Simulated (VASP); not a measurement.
# PbSe (I4/mmm) in VASP: single point with HSE06

Aim: the single point of PbSe with HSE06.

Program: VASP 6.6.1. These are calculated values, not measurements. Logs are shortened: lines on timing, memory, paths and dates and some standing lists are left out, and cuts for length are marked.

## (1) The cell of the first run

Symmetry: I4/mmm, No. 139, tetragonal system. Conventional cell: a = 4.543 Å, b = 4.543 Å, c = 6.126 Å, α = 90.00°, β = 90.00°, γ = 90.00°. Within 4.0 Å of Pb (site symmetry 4/mmm) lie 6 Se at 3.06 to 3.21 Å. Within 4.0 Å of Se (site symmetry 4/mmm) lie 6 Pb at 3.06 to 3.21 Å.

## (2) Single point, HSE06 (epitaxial xy strain +4.0%)

POSCAR reads:

```
PbSe
1.0
    0.0000000000      3.2122503079      3.0630789579
    3.2122503079      0.0000000000      3.0630789579
    3.2122503079      3.2122503079      0.0000000000
Pb Se
1 1
Direct
    0.0000000000      0.0000000000      0.0000000000
    0.5000000000      0.5000000000      0.5000000000
```

INCAR.step1 reads:

```
ALGO = Normal
EDIFF = 1E-5
ENCUT = 400
GGA = PE
GGA_COMPAT = False
ISIF = 2
ISMEAR = 0
KPAR = 4
LASPH = True
LCHARG = False
LREAL = False
LWAVE = True
NBANDS = 17
NELM = 120
PREC = Accurate
SIGMA = 0.01
```

INCAR.step2 reads:

```
ALGO = Normal
EDIFF = 1E-6
ENCUT = 400
GGA = PE
GGA_COMPAT = False
HFSCREEN = 0.2079
ISIF = 2
ISMEAR = 0
ISTART = 1
KPAR = 4
LASPH = True
LCHARG = False
LHFCALC = True
LREAL = False
LWAVE = False
NBANDS = 17
NELM = 120
PREC = Accurate
PRECFOCK = Normal
SIGMA = 0.01
```

KPOINTS reads:

```
k-points
0
Gamma
  6 6 6
```

Potentials or basis: VASP PAW PBE potentials, release 64 (Pb_d, Se).

The run is started by

```
cat potpaw_PBE.64/Pb_d/POTCAR potpaw_PBE.64/Se/POTCAR > POTCAR
cp INCAR.step1 INCAR
mpirun -np 4 vasp_std > vasp.out
cp INCAR.step2 INCAR
mpirun -np 4 vasp_std > vasp.out
```

OUTCAR:

```text
EDIFF = 1E-6
   ENCUT = 400
   GGA = PE
   HFSCREEN = 0.2079
   ISIF = 2
   ISMEAR = 0
   ISTART = 1
   LASPH = True
   LHFCALC = True
   LREAL = False
   NELM = 120
   PREC = Accurate
   PRECFOCK = Normal

 ion  position               nearest neighbor table
   1  0.000  0.000  0.000-   2 3.06   2 3.06   2 3.21   2 3.21   2 3.21   2 3.21
   2  0.500  0.500  0.500-   1 3.06   1 3.06   1 3.21   1 3.21   1 3.21   1 3.21

  LATTYP: Found a body centered tetragonal cell.
 ALAT       =     4.5428079512
 C/A-ratio  =     1.3485399299

  Lattice vectors:

 A1 = (   0.0000000000,  -3.2122503079,  -3.0630789579)
 A2 = (   0.0000000000,   3.2122503079,  -3.0630789579)
 A3 = (   3.2122503079,   0.0000000000,   3.0630789579)

Analysis of symmetry for initial positions (statically):
=====================================================================
 Subroutine PRICEL returns:
 Original cell was already a primitive cell.

 Routine SETGRP: Setting up the symmetry group for a
 body centered tetragonal supercell.

 Subroutine GETGRP returns: Found 16 space group operations
 (whereof 16 operations were pure point group operations)
 out of a pool of 16 trial point group operations.

The static configuration has the point symmetry D_4h.

Analysis of symmetry for dynamics (positions and initial velocities):
=====================================================================
 Subroutine PRICEL returns:
 Original cell was already a primitive cell.

 Routine SETGRP: Setting up the symmetry group for a
 body centered tetragonal supercell.

 Subroutine GETGRP returns: Found 16 space group operations
 (whereof 16 operations were pure point group operations)
 out of a pool of 16 trial point group operations.

The dynamic configuration has the point symmetry D_4h.

 Subroutine INISYM returns: Found 16 space group operations
 (whereof 16 operations are pure point group operations),
 and found     1 'primitive' translations

----------------------------------------------------------------------------------------

                                     Primitive cell

  volume of cell :      63.2131

  direct lattice vectors                    reciprocal lattice vectors
     0.000000000  3.212250308  3.063078958    -0.155654122  0.155654122  0.163234447
     3.212250308  0.000000000  3.063078958     0.155654122 -0.155654122  0.163234447
     3.212250308  3.212250308  0.000000000     0.155654122  0.155654122 -0.163234447

  length of vectors
     4.438581389  4.438581389  4.542807951     0.274047251  0.274047251  0.274047251

  position of ions in fractional coordinates (direct lattice)
     0.000000000  0.000000000  0.000000000
     0.500000000  0.500000000  0.500000000

  ion indices of the primitive-cell ions
   primitive index   ion index
                 1           1
                 2           2

----------------------------------------------------------------------------------------

 KPOINTS: k-points

Automatic generation of k-mesh.
 Grid dimensions read from file:
 generate k-points for:    6    6    6

 Generating k-lattice:

  Cartesian coordinates                     Fractional coordinates (reciprocal lattice)
    -0.025942354  0.025942354  0.027205741     0.166666667  0.000000000  0.000000000
     0.025942354 -0.025942354  0.027205741     0.000000000  0.166666667  0.000000000
     0.025942354  0.025942354 -0.027205741     0.000000000  0.000000000  0.166666667

  Length of vectors
     0.045674542  0.045674542  0.045674542

  Shift w.r.t. Gamma in fractional coordinates (k-lattice)
     0.000000000  0.000000000  0.000000000

 Subroutine IBZKPT returns following result:
 ===========================================

 Found     30 irreducible k-points:

 Following reciprocal coordinates:
            Coordinates               Weight
  0.000000  0.000000  0.000000      1.000000
  0.166667  0.000000  0.000000      8.000000
  0.333333 -0.000000  0.000000      8.000000
  0.500000  0.000000  0.000000      4.000000
  0.166667  0.166667  0.000000      2.000000
  0.333333  0.166667  0.000000      8.000000
[... 16 lines left out ...]
  0.333333  0.000000  0.333333      4.000000
  0.500000  0.000000  0.333333     16.000000
 [... further k-points ...]
   k-points           NKPTS =     30   k-points in BZ     NKDIM =    216   number of bands    NBANDS=     17
   number of dos      NEDOS =    301   number of ions     NIONS =      2
   total plane-waves  NPLWV =  27000
   dimension x,y,z NGX =    30 NGY =   30 NGZ =   30
   dimension x,y,z NGXF=    60 NGYF=   60 NGZF=   60
   ions per type =               1   1
   NGX,Y,Z   is equivalent  to a cutoff of  11.24, 11.24, 10.98 a.u.
   NGXF,Y,Z  is equivalent  to a cutoff of  22.47, 22.47, 21.96 a.u.
 SYSTEM =  unknown system
   PREC   = accura    normal or accurate (medium, high low for compatibility)
   ISTART =      1    job   : 0-new  1-cont  2-samecut
   ICHARG =      0    charge: 1-file 2-atom 10-const
   ISPIN  =      1    spin polarized calculation?
   LNONCOLLINEAR =      F non collinear calculations
   LSORBIT =      F    spin-orbit coupling
   LASPH  =      T    aspherical Exc in radial PAW
   ENCUT  =  400.0 eV  29.40 Ry    5.42 a.u.   7.24  7.24  7.41*2*pi/ulx,y,z
   NELM   =    120;   NELMIN=  2; NELMDL=  0     # of ELM steps
   EDIFF  = 0.1E-05   stopping-criterion for ELM
   LREAL  =      F    real-space projection
   EDIFFG = 0.1E-04   stopping-criterion for IOM
   NSW    =      0    number of steps for IOM
   IBRION =     -1    ionic relax: 0-MD 1-quasi-New 2-CG
   NFREE  =      0    steps in history (QN), initial steepest desc. (CG)
   ISIF   =      2    stress and relaxation
   ISYM   =      3    0-nonsym 1-usesym 2-fastsym
   POTIM  = 0.5000    time-step for ionic-motion
   TEBEG  =    0.0;   TEEND  =   0.0 temperature during run
   PSTRESS=    0.0 pullay stress
   NELECT =      20.0000    total number of electrons
   NUPDOWN=      -1.0000    fix difference up-down
   EMIN   =  10.00;   EMAX   =-10.00  energy-range for DOS
   EFERMI =   0.00;   METHOD = LEGACY
   ISMEAR =     0;   SIGMA  =   0.01  broadening in eV -4-tet -1-fermi 0-gaus
   EFERMI_NEDOS =   21; number of points for ismear=-14 and -15
   IALGO  =     38    algorithm
   IMIX   =      1    mixing-type and parameters
     AMIX     =   0.40;   BMIX     =  1.00
     AMIX_MAG =   1.60;   BMIX_MAG =  1.00
  volume/ion in A,a.u.               =      31.61       213.29
  Fermi-wavevector in a.u.,A,eV,Ry     =   1.115533  2.108052 16.931286  1.244414
  Thomas-Fermi vector in A             =   2.252139
   LORBIT       =      0    0 simple, 1 ext, 2 COOP (PROOUT), +10 PAW based schemes
   GGA     = PE    functional components
   LHFCALC =     T    Hartree Fock is set to
   PRECFOCK=normal    Normal, Fast or Accurate (Low or Medium for compatibility)
   ENCUT4O =  -1.0   cutoff for four orbital integrals eV
   NKREDX  =     1    reduce k-point grid by
   NKREDY  =     1    reduce k-point grid by
   NKREDZ  =     1    reduce k-point grid by
   AEXX    =    0.2500 exact exchange contribution
   HFSCREEN=    0.2079 screening length (either q_TF or 0.3 A-1)
   HFSCREENC=   0.2079 screening length for correlation (either q_TF or 0.3 A-1)
   ENCUTFOCK=  -1.0 apply spherical cutoff to Coloumb kernel
   IVDW    =     0    specifies the selected vdW correction
   LEPSILON=     F    determine dielectric tensor
   LRPA    =     F    only Hartree local field effects (RPA)
 non-spin polarized calculation
 Gauss-broadening in eV      SIGMA  =   0.01
  energy-cutoff  :      400.00
  volume of cell :       63.21
 maximum number of plane-waves:      1169
 NGX is ok and might be reduce to    30
  NGX = 24; NGY = 24; NGZ = 24

 number of electron      20.0000000 magnetization

 Free energy of the ion-electron system (eV)
  ---------------------------------------------------
  ext. energy  EPLUGINS =         0.00000000
  ---------------------------------------------------
  free energy    TOTEN  =        -9.66498924 eV

  energy without entropy =       -9.66498924  energy(sigma->0) =       -9.66498924

 E-fermi :   3.7079     XC(G=0):  -7.5781

 val. band max:        3.5918392285   @ k =   0.5000   0.0000   0.0000
 cond. band min:       4.5657464566   @ k =   0.5000   0.0000   0.0000
 fundamental gap:      0.9739072281
 Fermi energy:         3.7078602374

 k-point     1 :       0.0000    0.0000    0.0000
  band No.  band energies     occupation
      1     -14.8958      2.00000
      2     -14.8935      2.00000
      3     -14.8733      2.00000
      4     -14.8733      2.00000
      5     -14.8679      2.00000
      6     -10.5808      2.00000
[... 9 lines left out ...]
     16      11.1807      0.00000
     17      11.9559      0.00000

 k-point     2 :       0.1667    0.0000    0.0000
  band No.  band energies     occupation
      1     -14.8982      2.00000
      2     -14.8921      2.00000
      3     -14.8732      2.00000
      4     -14.8688      2.00000
      5     -14.8686      2.00000
      6     -10.3903      2.00000
[... 9 lines left out ...]
     16      11.6100      0.00000
     17      13.6524      0.00000

 k-point     3 :       0.3333   -0.0000    0.0000
  band No.  band energies     occupation
      1     -14.9049      2.00000
      2     -14.8923      2.00000
      3     -14.8792      2.00000
      4     -14.8618      2.00000
      5     -14.8572      2.00000
      6      -9.9302      2.00000
[... 9 lines left out ...]
     16      13.0568      0.00000
     17      15.7075      0.00000

 k-point     4 :       0.5000    0.0000    0.0000
  band No.  band energies     occupation
      1     -14.9086      2.00000
      2     -14.8946      2.00000
      3     -14.8806      2.00000
      4     -14.8578      2.00000
      5     -14.8511      2.00000
      6      -9.6357      2.00000
[... 9 lines left out ...]
     16      14.7149      0.00000
     17      14.8632      0.00000
[... 343 lines left out ...]
      1     -14.9436      2.00000
      2     -14.8982      2.00000
      3     -14.8876      2.00000
      4     -14.8518      2.00000
      5     -14.8403      2.00000
      6      -9.2572      2.00000
[... 9 lines left out ...]
     16      15.7472      0.00000
     17      17.0913      0.00000

 k-point    23 :       0.3333    0.0000    0.3333
  band No.  band energies     occupation
      1     -14.9418      2.00000
      2     -14.8814      2.00000
      3     -14.8767      2.00000
      4     -14.8662      2.00000
      5     -14.8482      2.00000
      6      -9.7566      2.00000
[... 9 lines left out ...]
     16      15.2610      0.00000
     17      15.3874      0.00000

 k-point    24 :       0.5000    0.0000    0.3333
  band No.  band energies     occupation
      1     -14.9493      2.00000
      2     -14.8786      2.00000
      3     -14.8750      2.00000
      4     -14.8690      2.00000
      5     -14.8443      2.00000
      6      -9.4753      2.00000
[... 9 lines left out ...]
     16      15.7847      0.00000
     17      16.0098      0.00000

 [... further k-points ...]

------------------------ aborting loop because EDIFF is reached ----------------------------------------

  FORCE on cell =-STRESS in cart. coord.  units (eV):
  Direction    XX          YY          ZZ          XY          YZ          ZX
  --------------------------------------------------------------------------------------
  -------------------------------------------------------------------------------------
  Total       -1.7258166     -1.7258166     -0.0986203      0.0000000      0.0000000      0.0000000
  in kB      -43.7419650    -43.7419650     -2.4995971      0.0000000      0.0000000      0.0000000
  external PRESSURE =     -29.9945090 kB  Pullay stress =       0.0000000 kB

 VOLUME and BASIS-vectors are now :
 -----------------------------------------------------------------------------
  energy-cutoff  :      400.00
  volume of cell :       63.21
      direct lattice vectors                 reciprocal lattice vectors
     0.000000000  3.212250308  3.063078958    -0.155654122  0.155654122  0.163234447
     3.212250308  0.000000000  3.063078958     0.155654122 -0.155654122  0.163234447
     3.212250308  3.212250308  0.000000000     0.155654122  0.155654122 -0.163234447

 POSITION                                       TOTAL-FORCE (eV/Angst)
 -----------------------------------------------------------------------------------
      0.00000      0.00000      0.00000         0.000000      0.000000      0.000000
      3.21225      3.21225      3.06308         0.000000      0.000000     -0.000000
 -----------------------------------------------------------------------------------
    total drift:                               -0.000001      0.000000     -0.000007

  FREE ENERGIE OF THE ION-ELECTRON SYSTEM (eV)
  ---------------------------------------------------
  free  energy   TOTEN  =        -9.6649892363 eV

  energy  without entropy=       -9.6649892363  energy(sigma->0) =       -9.66498924
```

Wall time 24 min (4 MPI ranks of AMD EPYC 7R13 (Zen 3), shared host); peak memory 0.27 GiB.

Results:

| Item | Value |
| --- | --- |
| Free energy | -9.6650 eV |
| Pressure | -3.0 GPa |
| Band gap on the k mesh | 0.97 eV |

Stress tensor (GPa, compression positive):
```
-4.37  0.00  0.00
 0.00 -4.37  0.00
 0.00  0.00 -0.25
```

Levels at points of the mesh, in eV from the valence-band top:
```
           k point  band 7  band 8  band 9  band 10  band 11  band 12  band 13  band 14
(0.00, 0.00, 0.00)   -6.77   -2.02   -1.56    -1.56     4.95     4.95     6.02     7.30
(0.50, 0.00, 0.00)   -9.03   -1.39   -1.32     0.00     0.97     2.29     2.54     9.21
(0.50, 0.50, 0.00)   -7.82   -4.81   -3.07    -3.07     4.49     5.96     5.96     6.93
(0.50, 0.00, 0.50)   -7.64   -4.68   -3.25    -2.72     4.67     5.66     6.33     6.74
```

Caveat: the cell differs from its parent crystal (epitaxial xy strain +4.0%); the PAW data sets were made with another functional, which shifts forces and pressure a little; spin-orbit coupling is left out, which moves the levels of the heavy elements.
